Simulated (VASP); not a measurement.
I: relaxation of cell and atoms with PBEsol

Crystal: I.

```xyz
4
Lattice="4.1649 0.0000 0.0000 -2.0824 3.6069 0.0000 0.0000 0.0000 9.5124" Properties=species:S:1:pos:R:3 pbc="T T T"
I     0.0000    0.0000    0.0000
I     0.0000    0.0000    4.7562
I     0.0000    2.4046    7.1343
I     2.0824    1.2023    2.3781
```

```yaml
Program: VASP 6.6.1
Task: relaxation of cell and atoms
Functional: PBEsol
Potentials_or_basis: VASP PAW PBE potentials, release 64 (I)
Cutoff: 600 eV
k_mesh: 15 × 15 × 6
Occupations: gaussian, width 0.1 eV
Spin: no spin polarisation
Dipole_correction: no
Further_INCAR_settings: ALGO = Normal; EDIFF = 1e-06; IBRION = 2; EDIFFG = -0.01; NSW = 100; ISIF = 3
```

```json
{
  "Energy gained by relaxing": "0.0 meV/atom",
  "Ionic steps": "2",
  "Pressure after relaxing": "0.0 GPa",
  "Band gap on the k mesh": "zero (band 14 reaches 4.96 eV, above the bottom of band 15 at 4.19 eV)"
}
```

Final structure:
```
I
1.0
     4.16640    0.00000    0.00000
    -2.08320    3.60820    0.00000
     0.00000    0.00000    9.50632
I
4
Direct
  0.00000 0.00000 0.00000
  0.00000 0.00000 0.50000
  0.33333 0.66667 0.75000
  0.66667 0.33333 0.25000
```

Levels at points of the mesh, in eV from the Fermi level:
| k point | band 11 | band 12 | band 13 | band 14 | band 15 | band 16 | band 17 | band 18 |
| --- | --- | --- | --- | --- | --- | --- | --- | --- |
| (0.00, 0.00, 0.00) | -1.30 | -1.15 | -1.15 | -0.11 | -0.11 | 1.06 | 4.14 | 5.80 |
| (0.00, 0.00, 0.50) | -0.48 | -0.48 | -0.48 | -0.48 | -0.02 | -0.02 | 4.86 | 4.86 |

Wall time 6.9 min on 1 thread of Intel(R) Xeon(R) Platinum 8375C CPU @ 2.90GHz (Ice Lake), on a shared host, peak memory 0.49 GiB.

Caveat: the PAW data sets were made with another functional, which shifts forces and pressure a little; spin-orbit coupling is left out, which moves the levels of the heavy elements.
